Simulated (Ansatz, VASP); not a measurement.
# BeS in VASP and in Ansatz

File POSCAR:

```
BeS
1.0
    0.0000000000      2.4249991143      2.4249991143
    2.4249991143      0.0000000000      2.4249991143
    2.4249991143      2.4249991143      0.0000000000
Be S
1 1
Direct
    0.0000000000      0.0000000000      0.0000000000
    0.7500000000      0.7500000000      0.7500000000
```

Contents of INCAR.step1:

```
PREC     = Accurate       # precision mode
ENCUT    = 520            # plane-wave cutoff, eV
EDIFF    = 1E-5           # SCF threshold, eV
ISMEAR   = 0              # smearing method
SIGMA    = 0.05           # smearing width, eV
LREAL    = F              # projectors in reciprocal space
LASPH    = T              # aspherical terms in the spheres
NELM     = 100            # most SCF steps
ALGO     = Normal         # electronic algorithm
ISIF     = 2              # what is computed and relaxed
LWAVE    = T              # write WAVECAR
GGA      = PE             # functional
NBANDS   = 11             # bands
```

Contents of INCAR.step2:

```
PREC     = Accurate       # precision mode
ENCUT    = 520            # plane-wave cutoff, eV
EDIFF    = 1E-7           # SCF threshold, eV
ISMEAR   = 0              # smearing method
SIGMA    = 0.05           # smearing width, eV
LREAL    = F              # projectors in reciprocal space
LASPH    = T              # aspherical terms in the spheres
NELM     = 100            # most SCF steps
ALGO     = Normal         # electronic algorithm
ISIF     = 2              # what is computed and relaxed
LWAVE    = F              # write WAVECAR
LCHARG   = T              # write CHGCAR
GGA      = PE             # functional
LHFCALC  = T              # exact exchange
AEXX     = 0.45           # exact-exchange fraction
HFSCREEN = 0.3            # screening, 1/A
PRECFOCK = Normal       
LELF     = T              # ELF
LVHAR    = T            
ISTART   = 1            
NBANDS   = 11             # bands
```

File KPOINTS:

```
regular mesh
0
Gamma
  4 4 4
```

Input for Ansatz:

```yaml
crystal:
  lattice:
    - [0.0, 2.4249991143, 2.4249991143]
    - [2.4249991143, 0.0, 2.4249991143]
    - [2.4249991143, 2.4249991143, 0.0]
  atoms:
    - { symbol: Be, position: [0.0, 0.0, 0.0] }
    - { symbol: S, position: [0.75, 0.75, 0.75] }
basis:
  ecutwfc: 420
  ecutrho_ratio: 4
kpoints:
  mp_grid: { grid: [4, 4, 4] }
hamiltonian:
  xc: { preset: hse06, exx: { coeff: 0.45, omega: 0.3 } }
scf:
  occupations: { method: gaussian, width: 0.05 }
  n_extra_bands: 9
output:
  forces: true
  stress: true
  eigenvalues: true
  populations: true
  dos: { projected: true, de: 0.02 }
```

Alike in both runs: task single point; functional PBE-based screened hybrid; k mesh 4 × 4 × 4; occupations gaussian, width 0.05 eV; no spin polarisation.

```csv
,VASP,Ansatz
version,VASP 6.6.1,Ansatz 0.2.0
potentials or method,"VASP PAW PBE potentials, release 64 (Be, S), cutoff 520 eV","scalar-relativistic, plane waves, PAW"
valence electrons in the cell,8,8
```

|  | VASP | Ansatz | Ansatz less VASP |
| --- | --- | --- | --- |
| gap on the k mesh at the Fermi level (eV) | 4.47 | 4.49 | +0.015 |
| least direct gap on the mesh (eV) | 7.44 | 7.46 | +0.023 |
| pressure (GPa) | -0.4 | -0.1 | +0.26 |

VASP's potentials were made for PBE, not for PBE-based screened hybrid. With one functional, cell and mesh, what is left measures potentials, basis and numerics. Ansatz's warnings: stress exchange threshold loose, stress scf threshold loose.

The k mesh is coarse, so the values compare programs but aren't converged.
